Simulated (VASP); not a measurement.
The system is SiC.

```xyz
4
Lattice="3.0964 0.0000 0.0000 -1.5482 2.6815 0.0000 0.0000 0.0000 5.0814" Properties=species:S:1:pos:R:3 pbc="T T T"
Si    1.5482    0.8938    2.5407
Si    0.0000    1.7877    0.0000
C     1.5482    0.8938    4.4971
C     0.0000    1.7877    1.9564
```

Base run:

```yaml
Program: VASP 6.6.1
Functional: b88 exchange, pbe correlation
Potentials_or_basis: VASP PAW PBE potentials, release 64 (Si, C)
Cutoff: 600 eV
k_mesh: 10 × 10 × 5
Occupations: fermi-dirac, width 0.05 eV
Spin: no spin polarisation
```

Its results: band gap on the k mesh 2.52 eV (least direct gap 4.04 eV); pressure -0.7 GPa; largest force 0.723 eV/Å.

Task: The run is repeated on the same cell with these changes: functional from b88 exchange, pbe correlation to r2SCAN; cutoff from 600 eV to 520 eV; dispersion from none to D4. What comes out?

Result: Band gap on the k mesh 2.89 eV (least direct gap 4.54 eV); pressure -5.8 GPa; largest force 0.734 eV/Å.

Several settings changed at once.

Caveats: the PAW data sets were made with another functional, which shifts forces and pressure a little; an odd mesh through Γ misses points on the zone boundary, where band edges can lie; the cell stands under tension (at least some runs).
